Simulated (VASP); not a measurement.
# Ge4P3 (Pm-3m) in VASP: a series of runs, part 2 of 2

VASP 6.6.1.

## 4. Relaxation of cell and atoms, PBE

File INCAR:

```
SYSTEM = Ge4P3
  PREC = Accurate
  ENCUT = 600
  EDIFF = 1E-6
  ISMEAR = 0
  SIGMA = 0.1
  LREAL = .FALSE.
  LASPH = .TRUE.
  NELM = 80
  ALGO = Normal
  ISIF = 3
  LWAVE = .FALSE.
  LCHARG = .FALSE.
  GGA = PE
  IBRION = 2
  NSW = 90
  EDIFFG = -0.04
```

File KPOINTS:

```
regular mesh
0
G
  4 4 4
  0 0 0
```

File POSCAR:

```
Ge4P3
1.0
    4.5148000000      0.0000000000      0.0000000000
    0.0000000000      4.5148000000      0.0000000000
    0.0000000000      0.0000000000      4.5148000000
Ge P
4 3
Direct
    0.5000000000      0.5000000000      0.0000000000
    0.0000000000      0.5000000000      0.5000000000
    0.5000000000      0.0000000000      0.5000000000
    0.5000000000      0.5000000000      0.5000000000
    0.5000000000      0.0000000000      0.0000000000
    0.0000000000      0.5000000000      0.0000000000
    0.0000000000      0.0000000000      0.5000000000
```

Potentials or basis: VASP PAW PBE potentials, release 64 (Ge_d, P).

Started as:

```
$ cat potpaw_PBE.64/Ge_d/POTCAR potpaw_PBE.64/P/POTCAR > POTCAR
$ mpirun -np 1 vasp_std > vasp.out
```

OUTCAR:

```text
SYSTEM = Ge4P3
   PREC = Accurate
   ENCUT = 600
   EDIFF = 1E-6
   ISMEAR = 0
   LREAL = .FALSE.
   LASPH = .TRUE.
   NELM = 80
   ISIF = 3
   GGA = PE
   IBRION = 2
   NSW = 90
   EDIFFG = -0.04

 ion  position               nearest neighbor table
   1  0.500  0.500  0.000-   4 2.26   5 2.26   6 2.26   4 2.26   5 2.26   6 2.26
   2  0.000  0.500  0.500-   4 2.26   6 2.26   7 2.26   6 2.26   7 2.26   4 2.26
   3  0.500  0.000  0.500-   4 2.26   5 2.26   7 2.26   5 2.26   4 2.26   7 2.26
   4  0.500  0.500  0.500-   1 2.26   2 2.26   3 2.26   1 2.26   3 2.26   2 2.26
   5  0.500  0.000  0.000-   1 2.26   3 2.26   3 2.26   1 2.26
   6  0.000  0.500  0.000-   1 2.26   2 2.26   2 2.26   1 2.26
   7  0.000  0.000  0.500-   2 2.26   3 2.26   2 2.26   3 2.26

  LATTYP: Found a simple cubic cell.
 ALAT       =     4.5148000000

  Lattice vectors:

 A1 = (   4.5148000000,   0.0000000000,   0.0000000000)
 A2 = (   0.0000000000,   4.5148000000,   0.0000000000)
 A3 = (   0.0000000000,   0.0000000000,   4.5148000000)

Analysis of symmetry for initial positions (statically):
=====================================================================
 Subroutine PRICEL returns:
 Original cell was already a primitive cell.

 Routine SETGRP: Setting up the symmetry group for a
 simple cubic supercell.

 Subroutine GETGRP returns: Found 48 space group operations
[... 133 lines left out ...]
  volume/ion in A,a.u.               =      13.15        88.72
  Fermi-wavevector in a.u.,A,eV,Ry     =   1.501490  2.837405 30.673955  2.254472
  Thomas-Fermi vector in A             =   2.612854
   LORBIT       =      0    0 simple, 1 ext, 2 COOP (PROOUT), +10 PAW based schemes
   GGA     = PE    functional components
   LHFCALC =     F    Hartree Fock is set to
   AEXX    =    0.0000 exact exchange contribution
   IVDW    =     0    specifies the selected vdW correction
   LEPSILON=     F    determine dielectric tensor
   LRPA    =     F    only Hartree local field effects (RPA)
 conjugate gradient relaxation of ions
 non-spin polarized calculation
 Gauss-broadening in eV      SIGMA  =   0.10
  energy-cutoff  :      600.00
  volume of cell :       92.03
 maximum number of plane-waves:      3112
   NGX = 19   NGY = 19   NGZ = 19

--------------------------------------- Ionic step        1  -------------------------------------------

 number of electron      70.9999951 magnetization

 Free energy of the ion-electron system (eV)
  ---------------------------------------------------
  ext. energy  EPLUGINS =         0.00000000
  ---------------------------------------------------
  free energy    TOTEN  =       -23.69051639 eV

  energy without entropy =      -23.66462128  energy(sigma->0) =      -23.67756884

 E-fermi :  10.9530     XC(G=0): -12.4413

 val. band max:       10.9318052759   @ k =   0.5000   0.2500   0.2500
 cond. band min:      11.0189621902   @ k =   0.2500   0.2500   0.0000
 fundamental gap:      0.0871569143
 Fermi energy:        10.9529581637
[... 1027 lines left out ...]
--------------------------------------- Ionic step        4  -------------------------------------------

 number of electron      70.9999827 magnetization

 Free energy of the ion-electron system (eV)
  ---------------------------------------------------
  ext. energy  EPLUGINS =         0.00000000
  ---------------------------------------------------
  free energy    TOTEN  =       -30.74151280 eV

  energy without entropy =      -30.72716190  energy(sigma->0) =      -30.73433735

 E-fermi :   5.7564     XC(G=0): -10.4867

 val. band max:        5.7475345494   @ k =   0.5000   0.5000   0.2500
 cond. band min:       5.7764942997   @ k =   0.5000   0.5000   0.0000
 fundamental gap:      0.0289597503
 Fermi energy:         5.7563937609
[... 482 lines left out ...]
  FREE ENERGIE OF THE ION-ELECTRON SYSTEM (eV)
  ---------------------------------------------------
  free  energy   TOTEN  =       -30.7415127977 eV

  energy  without entropy=      -30.7271618955  energy(sigma->0) =      -30.73433735

 reached required accuracy - stopping structural energy minimisation
```

Run time: 2.1 min. Hardware: 1 thread of Intel Xeon Platinum 8488C (Sapphire Rapids), shared host; peak memory 0.22 GiB.

Results:

* Free energy: -30.7415 eV
* Relaxed volume: 19.52 Å³/atom
* Relaxed cell: a = 5.151 Å, b = 5.151 Å, c = 5.151 Å, α = 90.00°, β = 90.00°, γ = 90.00°
* Space group after relaxing (to 0.1 Å): Pm-3m (No. 221)
* Energy gained by relaxing: 1007.3 meV/atom
* Ionic steps: 4
* Pressure after relaxing: 0.0 GPa
* Band gap on the k mesh: zero (an odd number of electrons rules out a gap without spin polarisation)

Step by step:
```csv
step,energy change (eV),largest force (eV/Å),pressure (GPa),volume (Å³)
1,0.0000,0.0000,71.75,92.03
2,-4.0888,0.0000,-11.32,194.83
3,-7.0492,0.0000,-0.56,137.70
4,-7.0510,0.0000,0.01,136.66
```

Final structure:
```
Ge P
1.0
     5.15089    0.00000    0.00000
     0.00000    5.15089    0.00000
     0.00000    0.00000    5.15089
Ge P
4 3
Direct
  0.50000 0.50000 0.00000
  0.00000 0.50000 0.50000
  0.50000 0.00000 0.50000
  0.50000 0.50000 0.50000
  0.50000 0.00000 0.00000
  0.00000 0.50000 0.00000
  0.00000 0.00000 0.50000
```

Caveat: the volume moved by over 15 % at a fixed basis, so the end points are rough.

## 5. Single point, PBE

This run uses another cell than the first one, of 19.65 Å³/atom.

File INCAR:

```
PREC = Accurate
ENCUT = 520
EDIFF = 1E-6
ISMEAR = 0
SIGMA = 0.1
LREAL = False
LASPH = True
NELM = 80
ALGO = Normal
ISIF = 2
LWAVE = False
LCHARG = True
GGA = PE
LELF = True
LVHAR = True
NBANDS = 44
```

File KPOINTS:

```
regular mesh
0
Gamma
  8 8 8
```

Edit POSCAR of step 4 so:

```diff
@@ -2,5 +2,5 @@
 1.0
-    4.5148000000      0.0000000000      0.0000000000
-    0.0000000000      4.5148000000      0.0000000000
-    0.0000000000      0.0000000000      4.5148000000
+    5.1616750171      0.0000000000      0.0000000000
+    0.0000000000      5.1616750171      0.0000000000
+    0.0000000000      0.0000000000      5.1616750171
 Ge P
```

Started as:

```
$ cat potpaw_PBE.64/Ge_d/POTCAR potpaw_PBE.64/P/POTCAR > POTCAR
$ mpirun -np 1 vasp_std > vasp.out
```

Wall time 2.9 min (1 thread of Intel Xeon Platinum 8488C (Sapphire Rapids), shared host); peak memory 0.33 GiB.

Results (log left out):

* Free energy: -30.6976 eV
* Pressure: 0.1 GPa
* Band gap on the k mesh: zero (an odd number of electrons rules out a gap without spin polarisation)

Levels at points of the mesh, in eV from the Fermi level:
```csv
k point,band 34,band 35,band 36,band 37,band 38,band 39
"(0.00, 0.00, 0.00)",-1.63,-1.63,-1.20,0.69,0.69,0.69
"(0.50, 0.00, 0.00)",-1.38,-0.29,-0.25,-0.25,1.06,1.46
"(0.50, 0.50, 0.00)",0.02,0.24,0.24,1.09,1.09,1.13
"(0.50, 0.50, 0.50)",0.94,0.94,0.94,1.31,1.31,1.31
```

## 6. Relaxation of cell and atoms, PBE

This run uses another cell than the first one, of 19.56 Å³/atom.

File INCAR:

```
PREC = Accurate
ENCUT = 600
EDIFF = 1E-6
ISMEAR = 0
SIGMA = 0.1
LREAL = F
LASPH = T
NELM = 80
ALGO = Normal
ISIF = 3
LWAVE = F
LCHARG = F
GGA = PE
IBRION = 2
NSW = 100
EDIFFG = -0.01
```

File KPOINTS:

```
Automatic mesh
0
Gamma
  8 8 8
```

Edit POSCAR of step 5 so:

```diff
@@ -2,5 +2,5 @@
 1.0
-    5.1616750171      0.0000000000      0.0000000000
-    0.0000000000      5.1616750171      0.0000000000
-    0.0000000000      0.0000000000      5.1616750171
+    5.1544269309      0.0000000000      0.0000000000
+    0.0000000000      5.1544269309      0.0000000000
+    0.0000000000      0.0000000000      5.1544269309
 Ge P
```

Potentials or basis: VASP PAW PBE potentials, release 64 (Ge_d, P).

Started as:

```
$ cat potpaw_PBE.64/Ge_d/POTCAR potpaw_PBE.64/P/POTCAR > POTCAR
$ mpirun -np 1 vasp_std > vasp.out
```

It took 7.4 min on 1 thread of Intel Xeon Platinum 8488C (Sapphire Rapids), shared host; peak memory 0.37 GiB.

Results (log left out):

```
Free energy                           : -30.6981 eV
Relaxed volume                        : 19.65 Å³/atom
Relaxed cell                          : a = 5.162 Å, b = 5.162 Å, c = 5.162 Å, α = 90.00°, β = 90.00°, γ = 90.00°
Space group after relaxing (to 0.1 Å) : Pm-3m (No. 221)
Energy gained by relaxing             : 0.1 meV/atom
Ionic steps                           : 3
Pressure after relaxing               : 0.0 GPa
Band gap on the k mesh                : zero (an odd number of electrons rules out a gap without spin polarisation)
```

The path:
```tsv
step	energy change (eV)	largest force (eV/Å)	pressure (GPa)	volume (Å³)
1	0.0000	0.0000	0.38	136.94
2	-0.0005	0.0000	-0.15	137.88
3	-0.0006	0.0000	0.00	137.53
```

Final structure:
```
Ge P
1.0
     5.16180    0.00000    0.00000
     0.00000    5.16180    0.00000
     0.00000    0.00000    5.16180
Ge P
4 3
Direct
  0.50000 0.50000 0.00000
  0.00000 0.50000 0.50000
  0.50000 0.00000 0.50000
  0.50000 0.50000 0.50000
  0.50000 0.00000 0.00000
  0.00000 0.50000 0.00000
  0.00000 0.00000 0.50000
```

Levels at points of the mesh, in eV from the Fermi level:
```
           k point  band 34  band 35  band 36  band 37  band 38  band 39
(0.00, 0.00, 0.00)    -1.63    -1.63    -1.20     0.69     0.69     0.69
(0.50, 0.00, 0.00)    -1.38    -0.29    -0.25    -0.25     1.06     1.46
(0.50, 0.50, 0.00)     0.02     0.24     0.24     1.09     1.09     1.13
(0.50, 0.50, 0.50)     0.94     0.94     0.94     1.31     1.31     1.31
```

## 7. The runs side by side

| task | cell | k mesh | cutoff (eV) | gap on the mesh (eV) | pressure (GPa) | relaxed volume (Å³/atom) |
| --- | --- | --- | --- | --- | --- | --- |
| single point | a = 4.515 Å, 7 atoms | 4 × 4 × 4 | 520 | none | 71.7 | - |
| single point | a = 5.154 Å, 7 atoms | 4 × 4 × 4 | 520 | none | 0.0 | - |
| relaxation of cell and atoms | relaxed from a = 4.515 Å, 7 atoms | 4 × 4 × 4 | 600 | none | 0.0 | 19.52 |
| single point | a = 5.162 Å, 7 atoms | 8 × 8 × 8 | 520 | none | 0.1 | - |
| relaxation of cell and atoms | relaxed from a = 5.154 Å, 7 atoms | 8 × 8 × 8 | 600 | none | 0.0 | 19.65 |

Alike in all rows: level PBE; potentials or basis VASP PAW PBE potentials, release 64 (Ge_d, P); no spin polarisation; smearing gaussian 0.1 eV.

Caveats: the cell stands under pressure (at least some runs); the volume moved by over 15 % at a fixed basis, so the end points are rough (at least some runs).

Total energies depend on the potentials used, so only differences within one code and one set of settings carry meaning.
